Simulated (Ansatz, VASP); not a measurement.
# SiO2: VASP beside Ansatz

The input INCAR:

```
ALGO = Normal
EDIFF = 1E-7
ENCUT = 520
GGA = PE
ISIF = 2
ISMEAR = 0
LASPH = T
LCHARG = T
LELF = T
LREAL = Auto
LVHAR = T
LWAVE = F
NBANDS = 82
NELM = 100
PREC = Accurate
SIGMA = 0.1
```

Contents of KPOINTS:

```
k-points
0
Gamma
  2 2 4
```

The input POSCAR:

```
SiO2
1.0
    8.7211755700      0.0000000000      0.0000000000
    0.0000000000      8.7211755700      0.0000000000
    0.0000000000      0.0000000000      5.8901897100
Si O
8 16
Direct
    0.3138119800      0.9311950100      0.5000000000
    0.6861880200      0.9311950100      0.0000000000
    0.6861880200      0.0688049900      0.5000000000
    0.9311950100      0.6861880200      0.0000000000
    0.9311950100      0.3138119800      0.5000000000
    0.3138119800      0.0688049900      0.0000000000
    0.0688049900      0.3138119800      0.0000000000
    0.0688049900      0.6861880200      0.5000000000
    0.5000000000      0.0000000000      0.5000000000
    0.3138119800      0.0000000000      0.2500000000
    0.3138119800      0.0000000000      0.7500000000
    0.1913084800      0.8086915200      0.5000000000
    0.6861880200      0.0000000000      0.7500000000
    0.6861880200      0.0000000000      0.2500000000
    0.8086915200      0.8086915200      0.0000000000
    0.5000000000      0.0000000000      0.0000000000
    0.8086915200      0.1913084800      0.5000000000
    0.0000000000      0.5000000000      0.0000000000
    0.0000000000      0.6861880200      0.7500000000
    0.0000000000      0.6861880200      0.2500000000
    0.0000000000      0.3138119800      0.2500000000
    0.0000000000      0.3138119800      0.7500000000
    0.0000000000      0.5000000000      0.5000000000
    0.1913084800      0.1913084800      0.0000000000
```

Input for Ansatz:

```yaml
crystal:
  lattice:
    - [8.72117557, 0.0, 0.0]
    - [0.0, 8.72117557, 0.0]
    - [0.0, 0.0, 5.89018971]
  atoms:
    - { symbol: Si, position: [0.31381198, 0.93119501, 0.5] }
    - { symbol: Si, position: [0.68618802, 0.93119501, 0.0] }
    - { symbol: Si, position: [0.68618802, 0.06880499, 0.5] }
    - { symbol: Si, position: [0.93119501, 0.68618802, 0.0] }
    - { symbol: Si, position: [0.93119501, 0.31381198, 0.5] }
    - { symbol: Si, position: [0.31381198, 0.06880499, 0.0] }
    - { symbol: Si, position: [0.06880499, 0.31381198, 0.0] }
    - { symbol: Si, position: [0.06880499, 0.68618802, 0.5] }
    - { symbol: O, position: [0.5, 0.0, 0.5] }
    - { symbol: O, position: [0.31381198, 0.0, 0.25] }
    - { symbol: O, position: [0.31381198, 0.0, 0.75] }
    - { symbol: O, position: [0.19130848, 0.80869152, 0.5] }
    - { symbol: O, position: [0.68618802, 0.0, 0.75] }
    - { symbol: O, position: [0.68618802, 0.0, 0.25] }
    - { symbol: O, position: [0.80869152, 0.80869152, 0.0] }
    - { symbol: O, position: [0.5, 0.0, 0.0] }
    - { symbol: O, position: [0.80869152, 0.19130848, 0.5] }
    - { symbol: O, position: [0.0, 0.5, 0.0] }
    - { symbol: O, position: [0.0, 0.68618802, 0.75] }
    - { symbol: O, position: [0.0, 0.68618802, 0.25] }
    - { symbol: O, position: [0.0, 0.31381198, 0.25] }
    - { symbol: O, position: [0.0, 0.31381198, 0.75] }
    - { symbol: O, position: [0.0, 0.5, 0.5] }
    - { symbol: O, position: [0.19130848, 0.19130848, 0.0] }
basis:
  ecutwfc: 420
kpoints:
  mp_grid: { grid: [2, 2, 4] }
hamiltonian:
  xc: pbe
scf:
  occupations: { method: gaussian, width: 0.1 }
  lower_state_search: "off"
output:
  forces: true
  stress: true
  eigenvalues: true
```

Alike in both runs: task single point; functional PBE; k mesh 2 × 2 × 4; occupations gaussian, width 0.1 eV; no spin polarisation.

|  | VASP | Ansatz |
| --- | --- | --- |
| version | VASP 6.6.1 | Ansatz 0.2.0 |
| potentials or method | VASP PAW PBE potentials, release 64 (Si, O), cutoff 520 eV | scalar-relativistic, plane waves, PAW |
| valence electrons in the cell | 128 | 128 |

Ansatz gave:

```
gap on the k mesh at the Fermi level (eV)                     : 0.63
least direct gap on the mesh (eV)                             : 0.65
pressure (GPa)                                                : 15.4
traceless stress, the component that is largest in VASP (GPa) : 5.16
rms of the force components (eV/Å)                            : 3.587
```

**Question.** Which values does VASP return?

**Answer.** gap on the k mesh at the Fermi level (eV): 0.62; least direct gap on the mesh (eV): 0.63; pressure (GPa): 15.5; traceless stress, the component that is largest in VASP (GPa): 5.33; rms of the force components (eV/Å): 3.578.

Atom by atom the forces differ by 0.017 eV/Å (rms over components).
